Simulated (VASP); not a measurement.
# B (P6/mmm) in VASP: single point with PBE

Aim: the single point of B with PBE.

All numbers are computed with VASP 6.6.1; they aren't measurements. Logs are shortened: lines on timing, memory, paths and dates and some standing lists are left out, and cuts for length are marked.

**1. The cell of the first run**

The structure is hexagonal, space group P6/mmm (No. 191). The conventional cell has a = 3.011 Å, b = 3.011 Å, c = 1.935 Å, α = 90.00°, β = 90.00°, γ = 120.00°. Within 2.3 Å of B (site symmetry -6m2) lie 5 B at 1.74 to 1.94 Å.

This isn't the form of B at room conditions, which is rhombohedral.

**2. Single point, PBE**

The input, POSCAR:

```
B
1.0
    3.0112137415      0.0000000000      0.0000000000
   -1.5056068707      2.6077875963      0.0000000000
    0.0000000000      0.0000000000      1.9354742304
B
2
Direct
    0.6666666667      0.3333333333      0.0000000000
    0.3333333333      0.6666666667      0.0000000000
```

The input, INCAR.step1:

```
SYSTEM = B
PREC = Accurate ; ENCUT = 520
EDIFF = 1E-6 ; ISMEAR = 0
SIGMA = 0.1 ; LREAL = .FALSE.
LASPH = .TRUE. ; NELM = 60
ALGO = Normal ; ISIF = 2
LWAVE = .FALSE. ; LCHARG = .TRUE.
GGA = PE ; NBANDS = 10
```

The input, KPOINTS.step1:

```
regular mesh
0
G
  24 24 28
  0 0 0
```

The input, INCAR.step2:

```
SYSTEM = B
PREC = Accurate ; ENCUT = 520
EDIFF = 1E-6 ; ISMEAR = -5
SIGMA = 0.1 ; LREAL = .FALSE.
LASPH = .TRUE. ; NELM = 60
ALGO = Normal ; ISIF = 2
LWAVE = .FALSE. ; LCHARG = .FALSE.
GGA = PE ; LORBIT = 11
NBANDS = 10 ; NEDOS = 2001
ICHARG = 11
```

The input, KPOINTS.step2:

```
regular mesh
0
G
  36 36 42
  0 0 0
```

Potentials or basis: VASP PAW PBE potentials, release 64 (B).

The run is started by

```console
cat potpaw_PBE.64/B/POTCAR > POTCAR
cp INCAR.step1 INCAR
cp KPOINTS.step1 KPOINTS
mpirun -np 1 vasp_std > vasp.out
cp INCAR.step2 INCAR
cp KPOINTS.step2 KPOINTS
mpirun -np 1 vasp_std > vasp.out
```

OUTCAR:

```text
SYSTEM = B
   PREC = Accurate
   ENCUT = 520
   EDIFF = 1E-6
   ISMEAR = -5
   LREAL = .FALSE.
   LASPH = .TRUE.
   NELM = 60
   ISIF = 2
   GGA = PE
   LORBIT = 11
   ICHARG = 11

 ion  position               nearest neighbor table
   1  0.667  0.333  0.000-   2 1.74   2 1.74   2 1.74
   2  0.333  0.667  0.000-   1 1.74   1 1.74   1 1.74

  LATTYP: Found a hexagonal cell.
 ALAT       =     3.0112137415
 C/A-ratio  =     0.6427555121

  Lattice vectors:

 A1 = (   3.0112137415,   0.0000000000,   0.0000000000)
 A2 = (  -1.5056068707,   2.6077875963,   0.0000000000)
 A3 = (   0.0000000000,   0.0000000000,   1.9354742304)

Analysis of symmetry for initial positions (statically):
=====================================================================
 Subroutine PRICEL returns:
 Original cell was already a primitive cell.

 Routine SETGRP: Setting up the symmetry group for a
 hexagonal supercell.

 Subroutine GETGRP returns: Found 24 space group operations
 (whereof 24 operations were pure point group operations)
 out of a pool of 24 trial point group operations.

The static configuration has the point symmetry D_6h.

Analysis of symmetry for dynamics (positions and initial velocities):
=====================================================================
 Subroutine PRICEL returns:
 Original cell was already a primitive cell.

 Routine SETGRP: Setting up the symmetry group for a
 hexagonal supercell.

 Subroutine GETGRP returns: Found 24 space group operations
 (whereof 24 operations were pure point group operations)
 out of a pool of 24 trial point group operations.

The dynamic configuration has the point symmetry D_6h.

 Subroutine INISYM returns: Found 24 space group operations
 (whereof 24 operations are pure point group operations),
 and found     1 'primitive' translations

----------------------------------------------------------------------------------------

                                     Primitive cell

  volume of cell :      15.1985

  direct lattice vectors                    reciprocal lattice vectors
     3.011213742  0.000000000  0.000000000     0.332092002  0.191733407  0.000000000
    -1.505606871  2.607787596  0.000000000     0.000000000  0.383466814  0.000000000
     0.000000000  0.000000000  1.935474230     0.000000000  0.000000000  0.516669240

  length of vectors
     3.011213742  3.011213741  1.935474230     0.383466814  0.383466814  0.516669240

  position of ions in fractional coordinates (direct lattice)
     0.666666667  0.333333333  0.000000000
     0.333333333  0.666666667  0.000000000

  ion indices of the primitive-cell ions
   primitive index   ion index
                 1           1
                 2           2

----------------------------------------------------------------------------------------

 KPOINTS: regular mesh

Automatic generation of k-mesh.
 Grid dimensions read from file:
 generate k-points for:   36   36   42

 Generating k-lattice:

  Cartesian coordinates                     Fractional coordinates (reciprocal lattice)
     0.009224778  0.005325928  0.000000000     0.027777778 -0.000000000  0.000000000
     0.000000000  0.010651856  0.000000000     0.000000000  0.027777778  0.000000000
     0.000000000  0.000000000  0.012301649     0.000000000  0.000000000  0.023809524

  Length of vectors
     0.010651856  0.010651856  0.012301649

  Shift w.r.t. Gamma in fractional coordinates (k-lattice)
     0.000000000  0.000000000  0.000000000

 TETIRR: Found  55041 inequivalent tetrahedra from   326592

 Subroutine IBZKPT returns following result:
 ===========================================

 Found   2794 irreducible k-points:

 Following reciprocal coordinates:
            Coordinates               Weight
  0.000000  0.000000  0.000000      1.000000
  0.027778  0.000000  0.000000      6.000000
  0.055556  0.000000  0.000000      6.000000
  0.083333  0.000000  0.000000      6.000000
  0.111111  0.000000  0.000000      6.000000
  0.138889  0.000000  0.000000      6.000000
[... 16 lines left out ...]
  0.111111  0.027778  0.000000     12.000000
  0.138889  0.027778  0.000000     12.000000
 [... further k-points ...]
   k-points           NKPTS =   2794   k-points in BZ     NKDIM =   2794   number of bands    NBANDS=     10
   number of dos      NEDOS =   2001   number of ions     NIONS =      2
   total plane-waves  NPLWV =   8064
   dimension x,y,z NGX =    24 NGY =   24 NGZ =   14
   dimension x,y,z NGXF=    48 NGYF=   48 NGZF=   28
   ions per type =               2
   NGX,Y,Z   is equivalent  to a cutoff of  13.25, 13.25, 12.03 a.u.
   NGXF,Y,Z  is equivalent  to a cutoff of  26.50, 26.50, 24.05 a.u.
 SYSTEM =  B
   PREC   = accura    normal or accurate (medium, high low for compatibility)
   ISTART =      0    job   : 0-new  1-cont  2-samecut
   ICHARG =     11    charge: 1-file 2-atom 10-const
   ISPIN  =      1    spin polarized calculation?
   LNONCOLLINEAR =      F non collinear calculations
   LSORBIT =      F    spin-orbit coupling
   LASPH  =      T    aspherical Exc in radial PAW
   ENCUT  =  520.0 eV  38.22 Ry    6.18 a.u.   5.60  5.60  3.60*2*pi/ulx,y,z
   NELM   =     60;   NELMIN=  2; NELMDL=  0     # of ELM steps
   EDIFF  = 0.1E-05   stopping-criterion for ELM
   LREAL  =      F    real-space projection
   EDIFFG = 0.1E-04   stopping-criterion for IOM
   NSW    =      0    number of steps for IOM
   IBRION =     -1    ionic relax: 0-MD 1-quasi-New 2-CG
   NFREE  =      0    steps in history (QN), initial steepest desc. (CG)
   ISIF   =      2    stress and relaxation
   ISYM   =      2    0-nonsym 1-usesym 2-fastsym
   POTIM  = 0.5000    time-step for ionic-motion
   TEBEG  =    0.0;   TEEND  =   0.0 temperature during run
   PSTRESS=    0.0 pullay stress
   NELECT =       6.0000    total number of electrons
   NUPDOWN=      -1.0000    fix difference up-down
   EMIN   =  10.00;   EMAX   =-10.00  energy-range for DOS
   EFERMI =   0.00;   METHOD = LEGACY
   ISMEAR =    -5;   SIGMA  =   0.10  broadening in eV -4-tet -1-fermi 0-gaus
   EFERMI_NEDOS =   21; number of points for ismear=-14 and -15
   IALGO  =     38    algorithm
   IMIX   =      4    mixing-type and parameters
     AMIX     =   0.40;   BMIX     =  1.00
     AMIX_MAG =   1.60;   BMIX_MAG =  1.00
  volume/ion in A,a.u.               =       7.60        51.28
  Fermi-wavevector in a.u.,A,eV,Ry     =   1.200950  2.269466 19.623416  1.442280
  Thomas-Fermi vector in A             =   2.336772
   LORBIT       =     11    0 simple, 1 ext, 2 COOP (PROOUT), +10 PAW based schemes
   GGA     = PE    functional components
   LHFCALC =     F    Hartree Fock is set to
   AEXX    =    0.0000 exact exchange contribution
   IVDW    =     0    specifies the selected vdW correction
   LEPSILON=     F    determine dielectric tensor
   LRPA    =     F    only Hartree local field effects (RPA)
 non-spin polarized calculation
 Fermi weights with tetrahedron method with Bloechl corrections
  energy-cutoff  :      520.00
  volume of cell :       15.20
 maximum number of plane-waves:       439
 NGX is ok and might be reduce to    24

 number of electron       6.0000000 magnetization

 Free energy of the ion-electron system (eV)
  ---------------------------------------------------
  ext. energy  EPLUGINS =         0.00000000
  ---------------------------------------------------
  free energy    TOTEN  =       -11.92165207 eV

  energy without entropy =      -11.92165207  energy(sigma->0) =      -11.92165207

 E-fermi :   5.4686     XC(G=0): -11.5521

 val. band max:        5.5600880321   @ k =   0.2222   0.0278   0.3333
 cond. band min:       5.4167137669   @ k =   0.2778   0.1389   0.5000
 fundamental gap:     -0.1433742652
 Fermi energy:         5.4686084168

 k-point     1 :       0.0000    0.0000    0.0000
  band No.  band energies     occupation
      1      -9.1597      2.00000
      2       3.9095      2.00000
      3       3.9096      2.00000
      4      11.1265      0.00000
      5      11.1265      0.00000
      6      11.2516      0.00000
      7      17.9577      0.00000
      8      19.1635      0.00000
      9      25.8934      0.00000
     10      31.0640      0.00000

 k-point     2 :       0.0278    0.0000    0.0000
  band No.  band energies     occupation
      1      -9.1465      2.00000
      2       3.8319      2.00000
      3       3.8783      2.00000
      4      11.1110      0.00000
      5      11.1869      0.00000
      6      11.3130      0.00000
      7      17.9681      0.00000
      8      19.2369      0.00000
      9      25.8740      0.00000
     10      31.0508      0.00000

 k-point     3 :       0.0556    0.0000    0.0000
  band No.  band energies     occupation
      1      -9.1069      2.00000
      2       3.6091      2.00000
      3       3.7879      2.00000
      4      11.0333      0.00000
      5      11.3646      0.00000
      6      11.5229      0.00000
      7      17.9994      0.00000
      8      19.4525      0.00000
      9      25.8166      0.00000
     10      31.0108      0.00000
[... 248 lines left out ...]
 k-point    23 :       0.1111    0.0278    0.0000
  band No.  band energies     occupation
      1      -8.8828      2.00000
      2       2.5611      2.00000
      3       3.3325      2.00000
      4      10.7139      0.00000
      5      12.0109      0.00000
      6      12.7668      0.00000
      7      18.1742      0.00000
      8      20.5586      0.00000
      9      25.5018      0.00000
     10      30.7798      0.00000

 k-point    24 :       0.1389    0.0278    0.0000
  band No.  band energies     occupation
      1      -8.7513      2.00000
      2       2.0455      2.00000
      3       3.1166      2.00000
      4      10.5178      0.00000
      5      12.4726      0.00000
      6      13.3245      0.00000
      7      18.2755      0.00000
      8      21.1315      0.00000
      9      25.3253      0.00000
     10      30.6467      0.00000

 [... further k-points ...]

------------------------ aborting loop because EDIFF is reached ----------------------------------------

  FORCE on cell =-STRESS in cart. coord.  units (eV):
  Direction    XX          YY          ZZ          XY          YZ          ZX
  --------------------------------------------------------------------------------------
  -------------------------------------------------------------------------------------
  Total       -0.0199305     -0.0199305      0.0462143     -0.0000000     -0.0000000      0.0000000
  in kB       -2.1010050     -2.1010050      4.8717617     -0.0000000     -0.0000000      0.0000000
  external PRESSURE =       0.2232506 kB  Pullay stress =       0.0000000 kB

 VOLUME and BASIS-vectors are now :
 -----------------------------------------------------------------------------
  energy-cutoff  :      520.00
  volume of cell :       15.20
      direct lattice vectors                 reciprocal lattice vectors
     3.011213742  0.000000000  0.000000000     0.332092002  0.191733407  0.000000000
    -1.505606871  2.607787596  0.000000000     0.000000000  0.383466814  0.000000000
     0.000000000  0.000000000  1.935474230     0.000000000  0.000000000  0.516669240

 POSITION                                       TOTAL-FORCE (eV/Angst)
 -----------------------------------------------------------------------------------
      1.50561      0.86926      0.00000        -0.000000      0.000000      0.000000
     -0.00000      1.73853      0.00000         0.000000     -0.000000      0.000000
 -----------------------------------------------------------------------------------
    total drift:                                0.000000     -0.000000      0.000000

  FREE ENERGIE OF THE ION-ELECTRON SYSTEM (eV)
  ---------------------------------------------------
  free  energy   TOTEN  =       -11.9216520701 eV

  energy  without entropy=      -11.9216520701  energy(sigma->0) =      -11.92165207

 total charge

# of ion       s       p       d       tot
------------------------------------------
    1        0.727   1.171   0.000   1.899
    2        0.727   1.171   0.000   1.899
--------------------------------------------------
tot          1.455   2.343   0.000   3.797
```

Run time: 5.1 min. Hardware: 1 thread of AMD EPYC 7R13, shared host; peak memory 0.5 GiB.

What came out:

- Valence electrons inside the program's atomic spheres: B 1.90

Caveat: tetrahedron occupations give inexact forces and stress in metals.
